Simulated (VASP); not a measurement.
# GaN (Pmc2_1) in VASP: notebook

GaN is run at these levels: LDA; tasks: single point.

Program: VASP 6.6.1. These are calculated values, not measurements. Logs are shortened: lines on timing, memory, paths and dates and some standing lists are left out, and cuts for length are marked.

## (1) The cell of the first run

Symmetry: Pmc2_1, No. 26, orthorhombic system. Conventional cell: a = 3.152 Å, b = 5.459 Å, c = 5.138 Å, α = 90.00°, β = 90.00°, γ = 90.00°. Within 2.5 Å of Ga (site symmetry m) lie 4 N at 1.90 to 2.00 Å. Ga (site symmetry m) has 4 N at 1.87 to 1.97 Å within 2.5 Å. Within 2.6 Å of N (site symmetry m) lie 4 Ga at 1.95 to 2.00 Å. N (site symmetry m) has 4 Ga at 1.87 to 1.90 Å within 2.5 Å.

## (2) Single point, LDA (atoms displaced along several vibrational modes)

The input, INCAR:

```
SYSTEM = GaN
PREC = Accurate
ENCUT = 520
EDIFF = 1E-6
ISMEAR = 0
SIGMA = 0.05
LREAL = .False.
LASPH = .True.
NELM = 80
ALGO = Normal
ISIF = 2
LWAVE = .False.
LCHARG = .True.
LELF = .True.
LVHAR = .True.
NBANDS = 46
```

The input, KPOINTS:

```
Automatic mesh
0
Gamma
  8 6 6
  0 0 0
```

The input, POSCAR:

```
GaN
1.0
   -3.1515767111      0.0000000000      0.0000000000
    0.0000000000      0.0000000000     -5.1382481593
    0.0000000000     -5.4586909876      0.0000000000
Ga N
4 4
Direct
    0.5000000000      0.0049760687      0.1797146719
    0.0000000000     -0.0053486087      0.6536202055
    0.0000000000      0.4946513913      0.3463797945
    0.5000000000      0.5049760687      0.8202853281
    0.5000000000      0.6263210145      0.1685590319
    0.0000000000      0.6311121702      0.6647837969
    0.0000000000      0.1311121702      0.3352162031
    0.5000000000      0.1263210145      0.8314409681
```

Potentials or basis: VASP PAW LDA potentials, release 64 (Ga_d, N).

Started as:

```bash
> cat potpaw_LDA.64/Ga_d/POTCAR potpaw_LDA.64/N/POTCAR > POTCAR
> mpirun -np 1 vasp_std > vasp.out
```

OUTCAR:

```text
SYSTEM = GaN
   PREC = Accurate
   ENCUT = 520
   EDIFF = 1E-6
   ISMEAR = 0
   LREAL = .False.
   LASPH = .True.
   NELM = 80
   ISIF = 2

 ion  position               nearest neighbor table
   1  0.500  0.005  0.180-   7 1.90   7 1.90   5 1.95   8 2.00
   2  0.000  0.995  0.654-   6 1.87   7 1.87   8 1.97   8 1.97
   3  0.000  0.495  0.346-   7 1.87   6 1.87   5 1.97   5 1.97
   4  0.500  0.505  0.820-   6 1.90   6 1.90   8 1.95   5 2.00
   5  0.500  0.626  0.169-   1 1.95   3 1.97   3 1.97   4 2.00
   6  0.000  0.631  0.665-   2 1.87   3 1.87   4 1.90   4 1.90
   7  0.000  0.131  0.335-   3 1.87   2 1.87   1 1.90   1 1.90
   8  0.500  0.126  0.831-   4 1.95   2 1.97   2 1.97   1 2.00

  LATTYP: Found a simple orthorhombic cell.
 ALAT       =     3.1515767111
 B/A-ratio  =     1.6303738193
 C/A-ratio  =     1.7320508076

  Lattice vectors:

 A1 = (  -3.1515767111,   0.0000000000,   0.0000000000)
 A2 = (   0.0000000000,   0.0000000000,  -5.1382481593)
 A3 = (   0.0000000000,  -5.4586909876,   0.0000000000)

Analysis of symmetry for initial positions (statically):
=====================================================================
 Subroutine PRICEL returns:
 Original cell was already a primitive cell.

 Routine SETGRP: Setting up the symmetry group for a
 simple orthorhombic supercell.

 Subroutine GETGRP returns: Found  4 space group operations
 (whereof  2 operations were pure point group operations)
 out of a pool of  8 trial point group operations.

The static configuration has the point symmetry C_1h.
 The point group associated with its full space group is C_2v.

Analysis of symmetry for dynamics (positions and initial velocities):
=====================================================================
 Subroutine PRICEL returns:
 Original cell was already a primitive cell.

 Routine SETGRP: Setting up the symmetry group for a
 simple orthorhombic supercell.

 Subroutine GETGRP returns: Found  4 space group operations
 (whereof  2 operations were pure point group operations)
 out of a pool of  8 trial point group operations.

The dynamic configuration has the point symmetry C_1h.
 The point group associated with its full space group is C_2v.

 Subroutine INISYM returns: Found  4 space group operations
 (whereof  2 operations are pure point group operations),
 and found     1 'primitive' translations

[... 112 lines left out ...]
   ISIF   =      2    stress and relaxation
   ISYM   =      2    0-nonsym 1-usesym 2-fastsym
   POTIM  = 0.5000    time-step for ionic-motion
   TEBEG  =    0.0;   TEEND  =   0.0 temperature during run
   PSTRESS=    0.0 pullay stress
   NELECT =      72.0000    total number of electrons
   NUPDOWN=      -1.0000    fix difference up-down
   EMIN   =  10.00;   EMAX   =-10.00  energy-range for DOS
   EFERMI =   0.00;   METHOD = LEGACY
   ISMEAR =     0;   SIGMA  =   0.05  broadening in eV -4-tet -1-fermi 0-gaus
   EFERMI_NEDOS =   21; number of points for ismear=-14 and -15
   IALGO  =     38    algorithm
   IMIX   =      4    mixing-type and parameters
     AMIX     =   0.40;   BMIX     =  1.00
     AMIX_MAG =   1.60;   BMIX_MAG =  1.00
  volume/ion in A,a.u.               =      11.05        74.57
  Fermi-wavevector in a.u.,A,eV,Ry     =   1.528886  2.889176 31.803525  2.337493
  Thomas-Fermi vector in A             =   2.636583
   LORBIT       =      0    0 simple, 1 ext, 2 COOP (PROOUT), +10 PAW based schemes
   GGA     = CA    functional components
   LHFCALC =     F    Hartree Fock is set to
   AEXX    =    0.0000 exact exchange contribution
   IVDW    =     0    specifies the selected vdW correction
   LEPSILON=     F    determine dielectric tensor
   LRPA    =     F    only Hartree local field effects (RPA)
 non-spin polarized calculation
 Gauss-broadening in eV      SIGMA  =   0.05
  energy-cutoff  :      520.00
  volume of cell :       88.40
 maximum number of plane-waves:      2408
 NGX is ok and might be reduce to    24
   NGX = 11   NGY = 19   NGZ = 21

 number of electron      71.9999961 magnetization

 Free energy of the ion-electron system (eV)
  ---------------------------------------------------
  ext. energy  EPLUGINS =         0.00000000
  ---------------------------------------------------
  free energy    TOTEN  =       -55.49752885 eV

  energy without entropy =      -55.49752885  energy(sigma->0) =      -55.49752885

 E-fermi :   5.7666     XC(G=0): -12.2985

 val. band max:        5.5362674118   @ k =   0.0000   0.0000   0.0000
 cond. band min:       7.5411898191   @ k =   0.0000   0.0000   0.0000
 fundamental gap:      2.0049224072
 Fermi energy:         5.7665663217

 k-point     1 :       0.0000    0.0000    0.0000
  band No.  band energies     occupation
      1     -10.9165      2.00000
      2     -10.1781      2.00000
      3      -9.4172      2.00000
      4      -9.3516      2.00000
      5      -8.2069      2.00000
      6      -8.1893      2.00000
[... 1165 lines left out ...]
     45      15.0941      0.00000
     46      15.3763      0.00000

 [... further k-points ...]

------------------------ aborting loop because EDIFF is reached ----------------------------------------

  FORCE on cell =-STRESS in cart. coord.  units (eV):
  Direction    XX          YY          ZZ          XY          YZ          ZX
  --------------------------------------------------------------------------------------
  -------------------------------------------------------------------------------------
  Total        0.5378573      0.5503949      2.4304967      0.0000000      0.0000000      0.0000000
  in kB        9.7486881      9.9759332     44.0528641      0.0000000      0.0000000      0.0000000
  external PRESSURE =      21.2591618 kB  Pullay stress =       0.0000000 kB

 VOLUME and BASIS-vectors are now :
 -----------------------------------------------------------------------------
  energy-cutoff  :      520.00
  volume of cell :       88.40
      direct lattice vectors                 reciprocal lattice vectors
    -3.151576711  0.000000000  0.000000000    -0.317301494  0.000000000  0.000000000
     0.000000000  0.000000000 -5.138248159     0.000000000  0.000000000 -0.194618860
     0.000000000 -5.458690988  0.000000000     0.000000000 -0.183194103  0.000000000

 POSITION                                       TOTAL-FORCE (eV/Angst)
 -----------------------------------------------------------------------------------
     -1.57579     -0.98101     -0.02557         0.000000      1.734874      0.424524
      0.00000     -3.56791     -5.11077         0.000000     -1.876429     -1.093759
      0.00000     -1.89078     -2.54164         0.000000      1.876429     -1.093759
     -1.57579     -4.47768     -2.59469         0.000000     -1.734874      0.424524
     -1.57579     -0.92011     -3.21819         0.000000     -0.066686      0.200702
      0.00000     -3.62885     -3.24281         0.000000     -0.170992      0.468533
      0.00000     -1.82984     -0.67369         0.000000      0.170992      0.468533
     -1.57579     -4.53858     -0.64907         0.000000      0.066686      0.200702
 -----------------------------------------------------------------------------------
    total drift:                               -0.000000      0.000001     -0.000555

  FREE ENERGIE OF THE ION-ELECTRON SYSTEM (eV)
  ---------------------------------------------------
  free  energy   TOTEN  =       -55.4975288522 eV

  energy  without entropy=      -55.4975288522  energy(sigma->0) =      -55.49752885
```

stdout:

```text
POSCAR found type information on POSCAR GaN
 POSCAR found :  2 types and       8 ions
 scaLAPACK will be used
 LDA part: xc-table for (Slater(with rela. corr.)+CA(PZ))
 , standard interpolation
 POSCAR, INCAR and KPOINTS ok, starting setup
 FFT: planning ... GRIDC
 FFT: planning ... GRID_SOFT
 FFT: planning ... GRID
 WAVECAR not read
 entering main loop
```

Wall time 7.3 min (1 thread of Intel Xeon 8259CL, shared host); peak memory 0.33 GiB.

What came out:

* Free energy: -55.4975 eV
* Pressure: 2.1 GPa
* Largest force: 2.172 eV/Å
* Band gap on the k mesh: 2.00 eV

Forces in eV/Å, atoms in the order of the input:
```
Ga   0.000  1.735  0.425
Ga   0.000 -1.876 -1.094
Ga   0.000  1.876 -1.094
Ga   0.000 -1.735  0.425
N    0.000 -0.067  0.201
N    0.000 -0.171  0.469
N    0.000  0.171  0.469
N    0.000  0.067  0.201
```

Stress tensor (GPa, compression positive):
```
0.97 0.00 0.00
0.00 1.00 0.00
0.00 0.00 4.41
```

Levels at points of the mesh, in eV from the valence-band top:
| k point | band 34 | band 35 | band 36 | band 37 | band 38 | band 39 |
| --- | --- | --- | --- | --- | --- | --- |
| (0.00, 0.00, 0.00) | -0.20 | -0.05 | 0.00 | 2.00 | 4.29 | 4.94 |
| (0.50, 0.00, 0.00) | -2.23 | -2.13 | -1.89 | 4.98 | 5.81 | 6.50 |
| (0.00, 0.50, 0.00) | -0.61 | -0.51 | -0.51 | 4.09 | 4.09 | 4.46 |
| (0.50, 0.50, 0.00) | -2.16 | -1.59 | -1.59 | 5.49 | 5.49 | 6.00 |
| (0.00, 0.00, 0.50) | -0.81 | -0.60 | -0.32 | 4.09 | 4.50 | 5.86 |
| (0.50, 0.00, 0.50) | -2.34 | -1.17 | -0.93 | 4.53 | 5.23 | 5.29 |
| (0.00, 0.50, 0.50) | -1.91 | -0.96 | -0.96 | 4.88 | 4.88 | 5.45 |
| (0.50, 0.50, 0.50) | -2.04 | -1.74 | -1.74 | 3.89 | 3.89 | 4.60 |

Caveat: the cell differs from its parent crystal (atoms displaced along several vibrational modes); forces of over 1 eV/Å act on the atoms, so gaps and moduli don't describe the material at rest.

## (3) Single point, LDA (atoms displaced along several vibrational modes)

The input, INCAR:

```
  PREC = Accurate
  ENCUT = 520
  EDIFF = 1E-7
  ISMEAR = 0
  SIGMA = 0.05
  LREAL = F
  LASPH = T
  NELM = 100
  ALGO = Normal
  ISIF = 2
  LWAVE = F
  LCHARG = T
  GGA = CA
  LELF = T
  LVHAR = T
  NBANDS = 46
```

The input, KPOINTS:

```
Automatic mesh
0
Gamma
  8 6 6
```

The input, POSCAR:

```
GaN
1.0
   -3.1515767111      0.0000000000      0.0000000000
    0.0000000000      0.0000000000     -5.1382481593
    0.0000000000     -5.4586909876      0.0000000000
Ga N
4 4
Direct
    0.5000000000      0.0031971132      0.1797162193
    0.0000000000     -0.0071275643      0.6536217530
    0.0000000000      0.4928724357      0.3463782470
    0.5000000000      0.5031971132      0.8202837807
    0.5000000000      0.6351761669      0.1685685482
    0.0000000000      0.6399673225      0.6647933132
    0.0000000000      0.1399673225      0.3352066868
    0.5000000000      0.1351761669      0.8314314518
```

Potentials or basis: VASP PAW LDA potentials, release 64 (Ga_d, N).

Started as:

```bash
> cat potpaw_LDA.64/Ga_d/POTCAR potpaw_LDA.64/N/POTCAR > POTCAR
> mpirun -np 1 vasp_std > vasp.out
```

OUTCAR:

```text
PREC = Accurate
   ENCUT = 520
   EDIFF = 1E-7
   ISMEAR = 0
   LREAL = F
   LASPH = T
   NELM = 100
   ISIF = 2
   GGA = CA

 ion  position               nearest neighbor table
   1  0.500  0.003  0.180-   5 1.89   7 1.92   7 1.92   8 2.02
   2  0.000  0.993  0.654-   6 1.81   7 1.90   8 1.99   8 1.99
   3  0.000  0.493  0.346-   7 1.81   6 1.90   5 1.99   5 1.99
   4  0.500  0.503  0.820-   8 1.89   6 1.92   6 1.92   5 2.02
   5  0.500  0.635  0.169-   1 1.89   3 1.99   3 1.99   4 2.02
   6  0.000  0.640  0.665-   2 1.81   3 1.90   4 1.92   4 1.92
   7  0.000  0.140  0.335-   3 1.81   2 1.90   1 1.92   1 1.92
   8  0.500  0.135  0.831-   4 1.89   2 1.99   2 1.99   1 2.02

  LATTYP: Found a simple orthorhombic cell.
 ALAT       =     3.1515767111
 B/A-ratio  =     1.6303738193
 C/A-ratio  =     1.7320508076

  Lattice vectors:

 A1 = (  -3.1515767111,   0.0000000000,   0.0000000000)
 A2 = (   0.0000000000,   0.0000000000,  -5.1382481593)
 A3 = (   0.0000000000,  -5.4586909876,   0.0000000000)

Analysis of symmetry for initial positions (statically):
[... 193 lines left out ...]
 Fermi energy:         5.8138464474

 k-point     1 :       0.0000    0.0000    0.0000
  band No.  band energies     occupation
      1     -10.9346      2.00000
      2     -10.1772      2.00000
      3      -9.4364      2.00000
      4      -9.3698      2.00000
      5      -8.2374      2.00000
      6      -8.1872      2.00000
[... 1165 lines left out ...]
     45      15.1176      0.00000
     46      15.3351      0.00000

 [... further k-points ...]

------------------------ aborting loop because EDIFF is reached ----------------------------------------

  FORCE on cell =-STRESS in cart. coord.  units (eV):
  Direction    XX          YY          ZZ          XY          YZ          ZX
  --------------------------------------------------------------------------------------
  -------------------------------------------------------------------------------------
  Total       -0.6996979     -0.7382161      6.0187360      0.0000000      0.0000000      0.0000000
  in kB      -12.6820563    -13.3802002    109.0898669      0.0000000      0.0000000      0.0000000
  external PRESSURE =      27.6758701 kB  Pullay stress =       0.0000000 kB

 VOLUME and BASIS-vectors are now :
 -----------------------------------------------------------------------------
  energy-cutoff  :      520.00
  volume of cell :       88.40
      direct lattice vectors                 reciprocal lattice vectors
    -3.151576711  0.000000000  0.000000000    -0.317301494  0.000000000  0.000000000
     0.000000000  0.000000000 -5.138248159     0.000000000  0.000000000 -0.194618860
     0.000000000 -5.458690988  0.000000000     0.000000000 -0.183194103  0.000000000

 POSITION                                       TOTAL-FORCE (eV/Angst)
 -----------------------------------------------------------------------------------
     -1.57579     -0.98102     -0.01643         0.000000      1.616760     -0.332301
      0.00000     -3.56792     -5.10162         0.000000     -1.713885     -2.197814
      0.00000     -1.89077     -2.53250         0.000000      1.713885     -2.197814
     -1.57579     -4.47768     -2.58555         0.000000     -1.616760     -0.332301
     -1.57579     -0.92016     -3.26369         0.000000     -0.085263      0.937036
      0.00000     -3.62890     -3.28831         0.000000     -0.133335      1.593080
      0.00000     -1.82979     -0.71919         0.000000      0.133335      1.593080
     -1.57579     -4.53853     -0.69457         0.000000      0.085263      0.937036
 -----------------------------------------------------------------------------------
    total drift:                               -0.000000      0.000002     -0.000069

  FREE ENERGIE OF THE ION-ELECTRON SYSTEM (eV)
  ---------------------------------------------------
  free  energy   TOTEN  =       -55.3272424705 eV

  energy  without entropy=      -55.3272424705  energy(sigma->0) =      -55.32724247
```

Run time: 4.3 min. Hardware: 1 thread of Intel Xeon Platinum 8488C (Sapphire Rapids), shared host; peak memory 0.33 GiB.

What came out:

* Free energy: -55.3272 eV
* Pressure: 2.8 GPa
* Largest force: 2.787 eV/Å
* Band gap on the k mesh: 1.94 eV

Forces in eV/Å, atoms in the order of the input:
```
Ga   0.000  1.617 -0.332
Ga   0.000 -1.714 -2.198
Ga   0.000  1.714 -2.198
Ga   0.000 -1.617 -0.332
N    0.000 -0.085  0.937
N    0.000 -0.133  1.593
N    0.000  0.133  1.593
N    0.000  0.085  0.937
```

Caveat: the cell differs from its parent crystal (atoms displaced along several vibrational modes); the stress differs along the axes, from -1 to 11 GPa; forces of over 1 eV/Å act on the atoms, so gaps and moduli don't describe the material at rest.
